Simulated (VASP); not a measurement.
# InPd (Pm-3m) in VASP: notebook, part 2 of 2

VASP 6.6.1. The steps go on from the part before.

### Step 5. Relaxation of cell and atoms, BLYP+D3(BJ)

INCAR reads:

```
SYSTEM = InPd
AGGAC = 1.0
AGGAX = 1.0
ALDAC = 0.0
ALDAX = 1.0
ALGO = Normal
EDIFF = 1E-6
EDIFFG = -0.01
ENCUT = 600
GGA = B5
IBRION = 2
ISIF = 3
ISMEAR = -1
IVDW = 12
LASPH = .True.
LCHARG = .False.
LREAL = .False.
LWAVE = .False.
NELM = 60
NSW = 60
PREC = Accurate
SIGMA = 0.05
VDW_A1 = 0.4298
VDW_A2 = 4.2359
VDW_S6 = 1.0
VDW_S8 = 2.6996
```

KPOINTS reads:

```
k-points
0
Gamma
  8 8 8
  0 0 0
```

POSCAR reads:

```
InPd
1.0
    3.2718847800      0.0000000000      0.0000000000
    0.0000000000      3.2718847800      0.0000000000
    0.0000000000      0.0000000000      3.2718847800
In Pd
1 1
Direct
    0.0000000000      0.0000000000      0.0000000000
    0.5000000000      0.5000000000      0.5000000000
```

Potentials or basis: VASP PAW PBE potentials, release 64 (In_d, Pd).

The run is started by

```bash
$ cat potpaw_PBE.64/In_d/POTCAR potpaw_PBE.64/Pd/POTCAR > POTCAR
$ mpirun -np 1 vasp_std > vasp.out
```

OUTCAR:

```text
SYSTEM = InPd
   EDIFF = 1E-6
   EDIFFG = -0.01
   ENCUT = 600
   GGA = B5
   IBRION = 2
   ISIF = 3
   ISMEAR = -1
   IVDW = 12
   LASPH = .True.
   LREAL = .False.
   NELM = 60
   NSW = 60
   PREC = Accurate
 IVDW          = 12

 ion  position               nearest neighbor table
   1  0.000  0.000  0.000-   2 2.83   2 2.83   2 2.83   2 2.83   2 2.83   2 2.83   2 2.83   2 2.83

   2  0.500  0.500  0.500-   1 2.83   1 2.83   1 2.83   1 2.83   1 2.83   1 2.83   1 2.83   1 2.83

  LATTYP: Found a simple cubic cell.
 ALAT       =     3.2718847800

  Lattice vectors:

 A1 = (   3.2718847800,   0.0000000000,   0.0000000000)
 A2 = (   0.0000000000,   3.2718847800,   0.0000000000)
 A3 = (   0.0000000000,   0.0000000000,   3.2718847800)

Analysis of symmetry for initial positions (statically):
=====================================================================
 Subroutine PRICEL returns:
 Original cell was already a primitive cell.

 Routine SETGRP: Setting up the symmetry group for a
 simple cubic supercell.

 Subroutine GETGRP returns: Found 48 space group operations
 (whereof 48 operations were pure point group operations)
 out of a pool of 48 trial point group operations.

The static configuration has the point symmetry O_h .

Analysis of symmetry for dynamics (positions and initial velocities):
=====================================================================
 Subroutine PRICEL returns:
 Original cell was already a primitive cell.

 Routine SETGRP: Setting up the symmetry group for a
 simple cubic supercell.

 Subroutine GETGRP returns: Found 48 space group operations
 (whereof 48 operations were pure point group operations)
 out of a pool of 48 trial point group operations.

The dynamic configuration has the point symmetry O_h .

 Subroutine INISYM returns: Found 48 space group operations
 (whereof 48 operations are pure point group operations),
 and found     1 'primitive' translations

----------------------------------------------------------------------------------------

                                     Primitive cell
[... 107 lines left out ...]
   EFERMI_NEDOS =   21; number of points for ismear=-14 and -15
   IALGO  =     38    algorithm
   IMIX   =      4    mixing-type and parameters
     AMIX     =   0.40;   BMIX     =  1.00
     AMIX_MAG =   1.60;   BMIX_MAG =  1.00
  volume/ion in A,a.u.               =      17.51       118.18
  Fermi-wavevector in a.u.,A,eV,Ry     =   1.422938  2.688964 27.548447  2.024754
  Thomas-Fermi vector in A             =   2.543589
   LORBIT       =      0    0 simple, 1 ext, 2 COOP (PROOUT), +10 PAW based schemes
   GGA     = B5    functional components
   LHFCALC =     F    Hartree Fock is set to
   AEXX    =    0.0000 exact exchange contribution
   IVDW    =    12    specifies the selected vdW correction
   LEPSILON=     F    determine dielectric tensor
   LRPA    =     F    only Hartree local field effects (RPA)
 conjugate gradient relaxation of ions
 non-spin polarized calculation
  energy-cutoff  :      600.00
  volume of cell :       35.03
 maximum number of plane-waves:      1189
 NGX is ok and might be reduce to    28
   NGX = 13   NGY = 13   NGZ = 13

--------------------------------------- Ionic step        1  -------------------------------------------

 number of electron      23.0000010 magnetization

 Free energy of the ion-electron system (eV)
  ---------------------------------------------------
  ext. energy  EPLUGINS =         0.00000000
  ---------------------------------------------------
  free energy    TOTEN  =        -6.85632549 eV

  energy without entropy =       -6.84600454  energy(sigma->0) =       -6.85116502

------------------------ aborting loop because EDIFF is reached ----------------------------------------

 Edisp (eV)   -2.52033

 E8    (eV) :    -1.9160
[... 71 lines left out ...]
--------------------------------------- Ionic step        3  -------------------------------------------

 number of electron      23.0000010 magnetization

 Free energy of the ion-electron system (eV)
  ---------------------------------------------------
  ext. energy  EPLUGINS =         0.00000000
  ---------------------------------------------------
  free energy    TOTEN  =        -6.85106216 eV

  energy without entropy =       -6.84078483  energy(sigma->0) =       -6.84592350

 E-fermi :  10.9968     XC(G=0): -11.6366

 val. band max:       10.9369096531   @ k =   0.3750   0.2500   0.1250
 cond. band min:      11.0082880614   @ k =   0.3750   0.3750   0.1250
 fundamental gap:      0.0713784083
 Fermi energy:        10.9968062777

 k-point     1 :       0.0000    0.0000    0.0000
  band No.  band energies     occupation
      1      -4.0511      2.00000
      2      -4.0511      2.00000
      3      -3.6491      2.00000
      4      -3.6491      2.00000
      5      -3.6491      2.00000
      6       1.0213      2.00000
      7       7.2333      2.00000
      8       7.2333      2.00000
      9       8.7459      2.00000
     10       8.7459      2.00000
     11       8.7459      2.00000
     12      15.2794      0.00000
     13      15.2794      0.00000
     14      15.2794      0.00000
[... 401 lines left out ...]
      2      -3.8130      2.00000
      3      -3.8025      2.00000
      4      -3.7826      2.00000
      5      -3.4922      2.00000
      6       4.8947      2.00000
      7       7.1367      2.00000
      8       7.5027      2.00000
      9       7.9078      2.00000
     10       8.7823      2.00000
     11       9.5321      2.00000
     12      10.0393      2.00000
     13      13.2086      0.00000
     14      14.6168      0.00000
     15      18.8217      0.00000

 [... further k-points ...]

------------------------ aborting loop because EDIFF is reached ----------------------------------------

 Edisp (eV)   -2.52566

 E8    (eV) :    -1.9201
[... 25 lines left out ...]
  FREE ENERGIE OF THE ION-ELECTRON SYSTEM (eV)
  ---------------------------------------------------
  free  energy   TOTEN  =        -9.3767189135 eV

  energy  without entropy=       -9.3664415872  energy(sigma->0) =       -9.37158025

 reached required accuracy - stopping structural energy minimisation
```

OSZICAR:

```text
N       E                     dE             d eps       ncg     rms          rms(c)
DAV:   1     0.176524812344E+03    0.17652E+03   -0.12642E+04  1057   0.222E+03
DAV:   2     0.125427564782E+01   -0.17527E+03   -0.17156E+03  1120   0.442E+02
DAV:   3    -0.690986584121E+01   -0.81641E+01   -0.81241E+01  1295   0.990E+01
DAV:   4    -0.706971321622E+01   -0.15985E+00   -0.15981E+00  1350   0.130E+01
[... 20 lines left out ...]
DAV:   3    -0.685111449080E+01    0.24220E-03   -0.78567E-04  1401   0.513E-01    0.448E-02
DAV:   4    -0.685107018723E+01    0.44304E-04   -0.11975E-04  1571   0.199E-01    0.409E-02
DAV:   5    -0.685106737394E+01    0.28133E-05   -0.28902E-06  1103   0.188E-02    0.295E-02
DAV:   6    -0.685106240392E+01    0.49700E-05   -0.33848E-06  1208   0.151E-02    0.277E-03
DAV:   7    -0.685106215847E+01    0.24545E-06   -0.10801E-07   567   0.353E-03
   3 F= -.93767189E+01 E0= -.93715803E+01  d E =-.625317E-04
```

Wall time 31 s (1 thread of Intel Xeon 6975P-C (Granite Rapids), shared host); peak memory 0.19 GiB.

Results:

- Free energy: -9.3767 eV
- Relaxed volume: 17.48 Å³/atom
- Relaxed cell: a = 3.270 Å, b = 3.270 Å, c = 3.270 Å, α = 90.00°, β = 90.00°, γ = 90.00°
- Space group after relaxing (to 0.05 Å): Pm-3m (No. 221)
- Energy gained by relaxing: 0.0 meV/atom
- Ionic steps: 3
- Pressure after relaxing: 0.0 GPa
- Dispersion energy per atom: -1.263 eV

Final structure:
```
In Pd
1.0
     3.26969    0.00000    0.00000
     0.00000    3.26969    0.00000
     0.00000    0.00000    3.26969
In Pd
1 1
Direct
  0.00000 0.00000 0.00000
  0.50000 0.50000 0.50000
```

Caveat: the PAW data sets were made with another functional, which shifts forces and pressure a little; spin-orbit coupling is left out, which moves the levels of the heavy elements; pairwise dispersion overbinds metals, which lowers pressure and volume.

### Step 6. Single point, PBE (volume scaled by 0.94)

INCAR reads:

```
ALGO = Normal
EDIFF = 1E-6
ENCUT = 520
GGA = PE
ISIF = 2
ISMEAR = -1
LASPH = True
LCHARG = True
LELF = True
LREAL = False
LVHAR = True
LWAVE = False
NBANDS = 18
NELM = 100
PREC = Accurate
SIGMA = 0.05
```

KPOINTS reads:

```
k-points
0
Gamma
  8 8 8
```

POSCAR reads:

```
InPd
1.0
    3.2050928798      0.0000000000      0.0000000000
    0.0000000000      3.2050928798      0.0000000000
    0.0000000000      0.0000000000      3.2050928798
In Pd
1 1
Direct
    0.0000000000      0.0000000000      0.0000000000
    0.5000000000      0.5000000000      0.5000000000
```

Potentials or basis: VASP PAW PBE potentials, release 64 (In_d, Pd).

The run is started by

```bash
$ cat potpaw_PBE.64/In_d/POTCAR potpaw_PBE.64/Pd/POTCAR > POTCAR
$ mpirun -np 1 vasp_std > vasp.out
```

OUTCAR:

```text
EDIFF = 1E-6
   ENCUT = 520
   GGA = PE
   ISIF = 2
   ISMEAR = -1
   LASPH = True
   LREAL = False
   NELM = 100
   PREC = Accurate

 ion  position               nearest neighbor table
   1  0.000  0.000  0.000-   2 2.78   2 2.78   2 2.78   2 2.78   2 2.78   2 2.78   2 2.78   2 2.78

   2  0.500  0.500  0.500-   1 2.78   1 2.78   1 2.78   1 2.78   1 2.78   1 2.78   1 2.78   1 2.78

  LATTYP: Found a simple cubic cell.
 ALAT       =     3.2050928798

  Lattice vectors:

 A1 = (   3.2050928798,   0.0000000000,   0.0000000000)
 A2 = (   0.0000000000,   3.2050928798,   0.0000000000)
 A3 = (   0.0000000000,   0.0000000000,   3.2050928798)

Analysis of symmetry for initial positions (statically):
=====================================================================
 Subroutine PRICEL returns:
 Original cell was already a primitive cell.

 Routine SETGRP: Setting up the symmetry group for a
 simple cubic supercell.

 Subroutine GETGRP returns: Found 48 space group operations
 (whereof 48 operations were pure point group operations)
 out of a pool of 48 trial point group operations.

The static configuration has the point symmetry O_h .

Analysis of symmetry for dynamics (positions and initial velocities):
=====================================================================
 Subroutine PRICEL returns:
 Original cell was already a primitive cell.

 Routine SETGRP: Setting up the symmetry group for a
 simple cubic supercell.

 Subroutine GETGRP returns: Found 48 space group operations
 (whereof 48 operations were pure point group operations)
 out of a pool of 48 trial point group operations.

The dynamic configuration has the point symmetry O_h .

 Subroutine INISYM returns: Found 48 space group operations
 (whereof 48 operations are pure point group operations),
 and found     1 'primitive' translations
[... 103 lines left out ...]
   POTIM  = 0.5000    time-step for ionic-motion
   TEBEG  =    0.0;   TEEND  =   0.0 temperature during run
   PSTRESS=    0.0 pullay stress
   NELECT =      23.0000    total number of electrons
   NUPDOWN=      -1.0000    fix difference up-down
   EMIN   =  10.00;   EMAX   =-10.00  energy-range for DOS
   EFERMI =   0.00;   METHOD = LEGACY
   ISMEAR =    -1;   SIGMA  =   0.05  broadening in eV -4-tet -1-fermi 0-gaus
   EFERMI_NEDOS =   21; number of points for ismear=-14 and -15
   IALGO  =     38    algorithm
   IMIX   =      4    mixing-type and parameters
     AMIX     =   0.40;   BMIX     =  1.00
     AMIX_MAG =   1.60;   BMIX_MAG =  1.00
  volume/ion in A,a.u.               =      16.46       111.09
  Fermi-wavevector in a.u.,A,eV,Ry     =   1.452591  2.745000 28.708592  2.110022
  Thomas-Fermi vector in A             =   2.569956
   LORBIT       =      0    0 simple, 1 ext, 2 COOP (PROOUT), +10 PAW based schemes
   GGA     = PE    functional components
   LHFCALC =     F    Hartree Fock is set to
   AEXX    =    0.0000 exact exchange contribution
   IVDW    =     0    specifies the selected vdW correction
   LEPSILON=     F    determine dielectric tensor
   LRPA    =     F    only Hartree local field effects (RPA)
 non-spin polarized calculation
  energy-cutoff  :      520.00
  volume of cell :       32.92
 maximum number of plane-waves:       912
 NGX is ok and might be reduce to    24
   NGX = 11   NGY = 11   NGZ = 11

 number of electron      22.9999998 magnetization

 Free energy of the ion-electron system (eV)
  ---------------------------------------------------
  ext. energy  EPLUGINS =         0.00000000
  ---------------------------------------------------
  free energy    TOTEN  =        -8.62815221 eV

  energy without entropy =       -8.61832375  energy(sigma->0) =       -8.62323798

 E-fermi :  11.4018     XC(G=0): -12.5863

 val. band max:       11.3746777806   @ k =   0.3750   0.2500   0.1250
 cond. band min:      11.6792937049   @ k =   0.5000   0.5000   0.5000
 fundamental gap:      0.3046159242
 Fermi energy:        11.4018380844

 k-point     1 :       0.0000    0.0000    0.0000
  band No.  band energies     occupation
      1      -3.6592      2.00000
      2      -3.6592      2.00000
      3      -3.1701      2.00000
      4      -3.1701      2.00000
      5      -3.1701      2.00000
      6       0.8978      2.00000
[... 481 lines left out ...]
      5      -2.9832      2.00000
      6       5.0213      2.00000
[... 10 lines left out ...]
     17      22.8611      0.00000
     18      24.9848      0.00000

 [... further k-points ...]
[... 5 lines left out ...]
  --------------------------------------------------------------------------------------
  -------------------------------------------------------------------------------------
  Total        2.7765054      2.7765054      2.7765054      0.0000000      0.0000000      0.0000000
  in kB      135.1099233    135.1099233    135.1099233      0.0000000      0.0000000      0.0000000
  external PRESSURE =     135.1099233 kB  Pullay stress =       0.0000000 kB

 VOLUME and BASIS-vectors are now :
 -----------------------------------------------------------------------------
  energy-cutoff  :      520.00
  volume of cell :       32.92
      direct lattice vectors                 reciprocal lattice vectors
     3.205092880  0.000000000  0.000000000     0.312003439  0.000000000  0.000000000
     0.000000000  3.205092880  0.000000000     0.000000000  0.312003439  0.000000000
     0.000000000  0.000000000  3.205092880     0.000000000  0.000000000  0.312003439

 POSITION                                       TOTAL-FORCE (eV/Angst)
 -----------------------------------------------------------------------------------
      0.00000      0.00000      0.00000         0.000000      0.000000      0.000000
      1.60255      1.60255      1.60255         0.000000      0.000000      0.000000
 -----------------------------------------------------------------------------------
    total drift:                                0.000000      0.000000     -0.000000

  FREE ENERGIE OF THE ION-ELECTRON SYSTEM (eV)
  ---------------------------------------------------
  free  energy   TOTEN  =        -8.6281522108 eV

  energy  without entropy=       -8.6183237504  energy(sigma->0) =       -8.62323798
```

Run time: 8.8 s. Hardware: 1 thread of Intel Xeon Platinum 8375C at 2.90GHz (Ice Lake), shared host; peak memory 0.15 GiB.

Results:

| Property | Result |
| --- | --- |
| Free energy | -8.6282 eV |
| Pressure | 13.5 GPa |

Caveat: the cell differs from its parent crystal (volume scaled by 0.94); spin-orbit coupling is left out, which moves the levels of the heavy elements.

### Step 7. The runs side by side

```csv
task,level,cell,k mesh,cutoff (eV),smearing,gap on the mesh (eV),pressure (GPa)
single point,PBE,"a = 3.272 Å, 2 atoms",13 × 13 × 13,520,gaussian 0.1 eV,none,3.8
single point,PBE,"a = 3.272 Å, 2 atoms",8 × 8 × 8,520,gaussian 0.025 eV,none,3.7
single point,BLYP+D3(BJ),"a = 3.265 Å, 2 atoms",8 × 8 × 8,520,fermi-dirac 0.05 eV,none,0.4
relaxation of cell and atoms,BLYP+D3(BJ),"relaxed from a = 3.272 Å, 2 atoms",8 × 8 × 8,600,fermi-dirac 0.05 eV,none,0.0
single point,PBE,"a = 3.205 Å, 2 atoms",8 × 8 × 8,520,fermi-dirac 0.05 eV,none,13.5
```

Alike in all rows: potentials or basis VASP PAW PBE potentials, release 64 (In_d, Pd); no spin polarisation.

Caveats: spin-orbit coupling is left out, which moves the levels of the heavy elements; the PAW data sets were made with another functional, which shifts forces and pressure a little (some runs); pairwise dispersion overbinds metals, which lowers pressure and volume (some runs).

Total energies depend on the potentials used, so only differences within one code and one set of settings carry meaning.
